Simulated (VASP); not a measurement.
# V (Im-3m) in VASP: a series of runs

The runs below take V through single point, relaxation of cell and atoms, with PBE.

Program: VASP 6.6.1. These are calculated values, not measurements. Logs are shortened: lines on timing, memory, paths and dates and some standing lists are left out, and cuts for length are marked.

## (1) The cell of the first run

The structure is cubic, space group Im-3m (No. 229). The conventional cell has a = 2.995 Å, b = 2.995 Å, c = 2.995 Å, α = 90.00°, β = 90.00°, γ = 90.00°. V (site symmetry m-3m) has 14 V at 2.59 to 2.99 Å within 3.4 Å.

## (2) Single point, PBE, collinear spin, ferromagnetic start

INCAR reads:

```
ALGO = Normal
EDIFF = 1E-7
ENCUT = 520
GGA = PE
ISIF = 2
ISMEAR = 0
ISPIN = 2
LASPH = T
LCHARG = F
LMAXMIX = 4
LORBIT = 11
LREAL = F
LWAVE = F
MAGMOM = 1.5
NBANDS = 16
NELM = 150
PREC = Accurate
SIGMA = 0.1
```

KPOINTS reads:

```
k-points
0
Gamma
  9 9 9
```

POSCAR reads:

```
V
1.0
    1.4972861365      1.4972861365      1.4972861365
   -1.4972861365      1.4972861365      1.4972861365
   -1.4972861365     -1.4972861365      1.4972861365
V
1
Direct
    0.0000000000      0.0000000000      0.0000000000
```

Potentials or basis: VASP PAW PBE potentials, release 64 (V_sv).

Started as:

```sh
$ cat potpaw_PBE.64/V_sv/POTCAR > POTCAR
$ mpirun -np 1 vasp_std > vasp.out
```

OUTCAR:

```text
EDIFF = 1E-7
   ENCUT = 520
   GGA = PE
   ISIF = 2
   ISMEAR = 0
   ISPIN = 2
   LASPH = T
   LORBIT = 11
   LREAL = F
   NELM = 150
   PREC = Accurate

 ion  position               nearest neighbor table
   1  0.000  0.000  0.000-

  LATTYP: Found a body centered cubic cell.
 ALAT       =     2.9945722730

  Lattice vectors:

 A1 = (   1.4972861365,  -1.4972861365,  -1.4972861365)
 A2 = (   1.4972861365,   1.4972861365,   1.4972861365)
 A3 = (  -1.4972861365,  -1.4972861365,   1.4972861365)

Analysis of symmetry for initial positions (statically):
=====================================================================
 Subroutine PRICEL returns:
 Original cell was already a primitive cell.

 Routine SETGRP: Setting up the symmetry group for a
 body centered cubic supercell.

 Subroutine GETGRP returns: Found 48 space group operations
 (whereof 48 operations were pure point group operations)
 out of a pool of 48 trial point group operations.

The static configuration has the point symmetry O_h .

Analysis of symmetry for dynamics (positions and initial velocities):
=====================================================================
 Subroutine PRICEL returns:
 Original cell was already a primitive cell.

 Routine SETGRP: Setting up the symmetry group for a
 body centered cubic supercell.

 Subroutine GETGRP returns: Found 48 space group operations
 (whereof 48 operations were pure point group operations)
 out of a pool of 48 trial point group operations.

The dynamic configuration has the point symmetry O_h .

Analysis of structural, dynamic, and magnetic symmetry:
=====================================================================
 Subroutine PRICEL returns:
 Original cell was already a primitive cell.

 Routine SETGRP: Setting up the symmetry group for a
 body centered cubic supercell.

 Subroutine GETGRP returns: Found 48 space group operations
 (whereof 48 operations were pure point group operations)
 out of a pool of 48 trial point group operations.

The overall configuration has the point symmetry O_h .

 Subroutine INISYM returns: Found 48 space group operations
 (whereof 48 operations are pure point group operations),
 and found     1 'primitive' translations

----------------------------------------------------------------------------------------

                                     Primitive cell

  volume of cell :      13.4269

  direct lattice vectors                    reciprocal lattice vectors
     1.497286137  1.497286137  1.497286137     0.333937507  0.000000000  0.333937507
    -1.497286137  1.497286137  1.497286137    -0.333937507  0.333937507  0.000000000
    -1.497286137 -1.497286137  1.497286137     0.000000000 -0.333937507  0.333937507

  length of vectors
     2.593375662  2.593375662  2.593375662     0.472258952  0.472258952  0.472258952

  position of ions in fractional coordinates (direct lattice)
     0.000000000  0.000000000  0.000000000

  ion indices of the primitive-cell ions
   primitive index   ion index
                 1           1

----------------------------------------------------------------------------------------

 KPOINTS: k-points

Automatic generation of k-mesh.
 Grid dimensions read from file:
 generate k-points for:    9    9    9

 Generating k-lattice:

  Cartesian coordinates                     Fractional coordinates (reciprocal lattice)
     0.037104167  0.000000000  0.037104167     0.111111111  0.000000000  0.000000000
    -0.037104167  0.037104167  0.000000000     0.000000000  0.111111111  0.000000000
     0.000000000 -0.037104167  0.037104167     0.000000000  0.000000000  0.111111111

  Length of vectors
     0.052473217  0.052473217  0.052473217

  Shift w.r.t. Gamma in fractional coordinates (k-lattice)
     0.000000000  0.000000000  0.000000000

 Subroutine IBZKPT returns following result:
 ===========================================

 Found     35 irreducible k-points:

 Following reciprocal coordinates:
            Coordinates               Weight
  0.000000  0.000000  0.000000      1.000000
  0.111111  0.000000  0.000000     12.000000
  0.222222  0.000000  0.000000     12.000000
  0.333333  0.000000  0.000000     12.000000
  0.444444  0.000000  0.000000     12.000000
  0.222222  0.111111  0.000000     24.000000
[... 16 lines left out ...]
  0.111111 -0.444444  0.111111     24.000000
  0.222222 -0.444444  0.111111     24.000000
 [... further k-points ...]
   k-points           NKPTS =     35   k-points in BZ     NKDIM =     35   number of bands    NBANDS=     16
   number of dos      NEDOS =    301   number of ions     NIONS =      1
   total plane-waves  NPLWV =   8000
   dimension x,y,z NGX =    20 NGY =   20 NGZ =   20
   dimension x,y,z NGXF=    40 NGYF=   40 NGZF=   40
   ions per type =               1
   NGX,Y,Z   is equivalent  to a cutoff of  12.82, 12.82, 12.82 a.u.
   NGXF,Y,Z  is equivalent  to a cutoff of  25.64, 25.64, 25.64 a.u.
 SYSTEM =  unknown system
   PREC   = accura    normal or accurate (medium, high low for compatibility)
   ISTART =      0    job   : 0-new  1-cont  2-samecut
   ICHARG =      2    charge: 1-file 2-atom 10-const
   ISPIN  =      2    spin polarized calculation?
   LNONCOLLINEAR =      F non collinear calculations
   LSORBIT =      F    spin-orbit coupling
   LASPH  =      T    aspherical Exc in radial PAW
   ENCUT  =  520.0 eV  38.22 Ry    6.18 a.u.   4.82  4.82  4.82*2*pi/ulx,y,z
   NELM   =    150;   NELMIN=  2; NELMDL= -5     # of ELM steps
   EDIFF  = 0.1E-06   stopping-criterion for ELM
   LREAL  =      F    real-space projection
   EDIFFG = 0.1E-05   stopping-criterion for IOM
   NSW    =      0    number of steps for IOM
   IBRION =     -1    ionic relax: 0-MD 1-quasi-New 2-CG
   NFREE  =      0    steps in history (QN), initial steepest desc. (CG)
   ISIF   =      2    stress and relaxation
   ISYM   =      2    0-nonsym 1-usesym 2-fastsym
   POTIM  = 0.5000    time-step for ionic-motion
   TEBEG  =    0.0;   TEEND  =   0.0 temperature during run
   PSTRESS=    0.0 pullay stress
   NELECT =      13.0000    total number of electrons
   NUPDOWN=      -1.0000    fix difference up-down
   EMIN   =  10.00;   EMAX   =-10.00  energy-range for DOS
   EFERMI =   0.00;   METHOD = LEGACY
   ISMEAR =     0;   SIGMA  =   0.10  broadening in eV -4-tet -1-fermi 0-gaus
   EFERMI_NEDOS =   21; number of points for ismear=-14 and -15
   IALGO  =     38    algorithm
   IMIX   =      4    mixing-type and parameters
     AMIX     =   0.40;   BMIX     =  1.00
     AMIX_MAG =   1.60;   BMIX_MAG =  1.00
  volume/ion in A,a.u.               =      13.43        90.61
  Fermi-wavevector in a.u.,A,eV,Ry     =   1.619563  3.060530 35.687863  2.622984
  Thomas-Fermi vector in A             =   2.713644
   LORBIT       =     11    0 simple, 1 ext, 2 COOP (PROOUT), +10 PAW based schemes
   GGA     = PE    functional components
   LHFCALC =     F    Hartree Fock is set to
   AEXX    =    0.0000 exact exchange contribution
   IVDW    =     0    specifies the selected vdW correction
   LEPSILON=     F    determine dielectric tensor
   LRPA    =     F    only Hartree local field effects (RPA)
 spin polarized calculation
 Gauss-broadening in eV      SIGMA  =   0.10
  energy-cutoff  :      520.00
  volume of cell :       13.43
 maximum number of plane-waves:       371
   NGX =  9   NGY =  9   NGZ =  9

 number of electron      12.9999990 magnetization       0.1544658

 Free energy of the ion-electron system (eV)
  ---------------------------------------------------
  ext. energy  EPLUGINS =         0.00000000
  ---------------------------------------------------
  free energy    TOTEN  =        -8.99184136 eV

  energy without entropy =       -8.98003339  energy(sigma->0) =       -8.98593737

 E-fermi :   9.8159     XC(G=0): -12.9176

 val. band max:        9.8117810395   @ k =   0.2222   0.1111   0.1111
 cond. band min:       9.8295790639   @ k =   0.4444   0.1111   0.1111
 fundamental gap:      0.0177980244
 Fermi energy:         9.8159232377

 spin component 1

 k-point     1 :       0.0000    0.0000    0.0000
  band No.  band energies     occupation
      1     -53.9912      1.00000
      2     -27.2875      1.00000
      3     -27.2875      1.00000
      4     -27.2875      1.00000
      5       3.0995      1.00000
      6      10.1136      0.00001
[... 8 lines left out ...]
     15      37.2946      0.00000
     16      41.5599      0.00000

 k-point     2 :       0.1111    0.0000    0.0000
  band No.  band energies     occupation
      1     -53.9681      1.00000
      2     -27.3983      1.00000
      3     -27.3213      1.00000
      4     -27.2882      1.00000
      5       3.5910      1.00000
      6       9.9081      0.09622
[... 8 lines left out ...]
     15      37.8097      0.00000
     16      38.3271      0.00000

 k-point     3 :       0.2222    0.0000    0.0000
  band No.  band energies     occupation
      1     -53.9091      1.00000
      2     -27.6734      1.00000
      3     -27.4063      1.00000
      4     -27.2902      1.00000
      5       4.8772      1.00000
      6       9.4205      1.00000
[... 8 lines left out ...]
     15      36.4564      0.00000
     16      36.5312      0.00000

 k-point     4 :       0.3333    0.0000    0.0000
  band No.  band energies     occupation
      1     -53.8414      1.00000
      2     -27.9774      1.00000
      3     -27.5017      1.00000
      4     -27.2926      1.00000
      5       6.1709      1.00000
      6       8.9138      1.00000
[... 8 lines left out ...]
     15      36.1101      0.00000
     16      39.2523      0.00000
[... 324 lines left out ...]
 k-point    22 :       0.1111    0.4444    0.1111
  band No.  band energies     occupation
      1     -53.8248      1.00000
      2     -27.9885      1.00000
      3     -27.5090      1.00000
      4     -27.3865      1.00000
      5       7.0166      1.00000
      6       8.6894      1.00000
[... 8 lines left out ...]
     15      39.9003      0.00000
     16      40.3310      0.00000

 k-point    23 :       0.1111   -0.4444    0.1111
  band No.  band energies     occupation
      1     -53.7890      1.00000
      2     -28.0784      1.00000
      3     -27.6238      1.00000
      4     -27.3956      1.00000
      5       7.2979      1.00000
      6       8.4575      1.00000
[... 8 lines left out ...]
     15      39.7634      0.00000
     16      40.6901      0.00000

 k-point    24 :       0.2222   -0.4444    0.1111
  band No.  band energies     occupation
      1     -53.7907      1.00000
      2     -28.0077      1.00000
      3     -27.6289      1.00000
      4     -27.4616      1.00000
      5       7.9248      1.00000
      6       8.4915      1.00000
[... 8 lines left out ...]
     15      39.6731      0.00000
     16      42.0456      0.00000

 [... further k-points ...]

 spin component 2

 k-point     1 :       0.0000    0.0000    0.0000
  band No.  band energies     occupation
      1     -53.8835      1.00000
      2     -27.1811      1.00000
      3     -27.1811      1.00000
      4     -27.1811      1.00000
      5       3.2093      1.00000
      6      10.2485      0.00000
[... 8 lines left out ...]
     15      37.3739      0.00000
     16      41.7072      0.00000

 k-point     2 :       0.1111    0.0000    0.0000
  band No.  band energies     occupation
      1     -53.8604      1.00000
      2     -27.2918      1.00000
      3     -27.2149      1.00000
      4     -27.1819      1.00000
      5       3.7008      1.00000
      6      10.0427      0.00067
[... 8 lines left out ...]
     15      37.9078      0.00000
     16      38.4557      0.00000

 k-point     3 :       0.2222    0.0000    0.0000
  band No.  band energies     occupation
      1     -53.8015      1.00000
      2     -27.5668      1.00000
      3     -27.2997      1.00000
      4     -27.1839      1.00000
      5       4.9873      1.00000
      6       9.5543      0.99989
[... 8 lines left out ...]
     15      36.5706      0.00000
     16      36.6240      0.00000

 k-point     4 :       0.3333    0.0000    0.0000
  band No.  band energies     occupation
      1     -53.7338      1.00000
      2     -27.8705      1.00000
      3     -27.3950      1.00000
      4     -27.1864      1.00000
      5       6.2821      1.00000
      6       9.0469      1.00000
[... 8 lines left out ...]
     15      36.2186      0.00000
     16      39.3491      0.00000
[... 324 lines left out ...]
 k-point    22 :       0.1111    0.4444    0.1111
  band No.  band energies     occupation
      1     -53.7172      1.00000
      2     -27.8815      1.00000
      3     -27.4025      1.00000
      4     -27.2802      1.00000
      5       7.1302      1.00000
      6       8.8182      1.00000
[... 8 lines left out ...]
     15      40.0221      0.00000
     16      40.4398      0.00000

 k-point    23 :       0.1111   -0.4444    0.1111
  band No.  band energies     occupation
      1     -53.6815      1.00000
      2     -27.9713      1.00000
      3     -27.5170      1.00000
      4     -27.2893      1.00000
      5       7.4125      1.00000
      6       8.5879      1.00000
[... 8 lines left out ...]
     15      39.8813      0.00000
     16      40.8065      0.00000

 k-point    24 :       0.2222   -0.4444    0.1111
  band No.  band energies     occupation
      1     -53.6831      1.00000
      2     -27.9007      1.00000
      3     -27.5223      1.00000
      4     -27.3552      1.00000
      5       8.0462      1.00000
      6       8.6112      1.00000
[... 8 lines left out ...]
     15      39.7874      0.00000
     16      42.1632      0.00000

 [... further k-points ...]

------------------------ aborting loop because EDIFF is reached ----------------------------------------

  FORCE on cell =-STRESS in cart. coord.  units (eV):
  Direction    XX          YY          ZZ          XY          YZ          ZX
  --------------------------------------------------------------------------------------
  -------------------------------------------------------------------------------------
  Total        0.0184458      0.0184458      0.0184458      0.0000000      0.0000000     -0.0000000
  in kB        2.2010688      2.2010688      2.2010688      0.0000000      0.0000000     -0.0000000
  external PRESSURE =       2.2010688 kB  Pullay stress =       0.0000000 kB

 VOLUME and BASIS-vectors are now :
 -----------------------------------------------------------------------------
  energy-cutoff  :      520.00
  volume of cell :       13.43
      direct lattice vectors                 reciprocal lattice vectors
     1.497286137  1.497286137  1.497286137     0.333937507  0.000000000  0.333937507
    -1.497286137  1.497286137  1.497286137    -0.333937507  0.333937507  0.000000000
    -1.497286137 -1.497286137  1.497286137     0.000000000 -0.333937507  0.333937507

 POSITION                                       TOTAL-FORCE (eV/Angst)
 -----------------------------------------------------------------------------------
      0.00000      0.00000      0.00000         0.000000      0.000000     -0.000000
 -----------------------------------------------------------------------------------
    total drift:                               -0.000000      0.000000      0.000000

  FREE ENERGIE OF THE ION-ELECTRON SYSTEM (eV)
  ---------------------------------------------------
  free  energy   TOTEN  =        -8.9918413566 eV

  energy  without entropy=       -8.9800333872  energy(sigma->0) =       -8.98593737

 total charge

# of ion       s       p       d       tot
------------------------------------------
    1        2.341   6.219   3.103  11.662

 magnetization (x)

# of ion       s       p       d       tot
------------------------------------------
    1        0.002   0.013   0.108   0.124
```

Wall time 8.1 s (1 thread of Intel Xeon 6975P-C (Granite Rapids), shared host); peak memory 0.13 GiB.

Results:

| Property | Result |
| --- | --- |
| Free energy | -8.9918 eV |
| Pressure | 0.2 GPa |
| Net moment | 0.15 μB per cell |
| Site moments | V +0.12 μB |
| Valence electrons inside the program's atomic spheres | V 11.66 |

Levels at points of the mesh, in eV from the Fermi level:
Spin up:
```csv
k point,band 5,band 6,band 7,band 8,band 9,band 10
"(0.00, 0.00, 0.00)",-6.72,0.30,0.30,0.30,2.35,2.35
```
Spin down:
```
           k point  band 3  band 4  band 5  band 6  band 7  band 8  band 9  band 10
(0.00, 0.00, 0.00)  -37.00  -37.00   -6.61    0.43    0.43    0.43    2.42     2.42
```

(Part 1 of 2 ends here.)
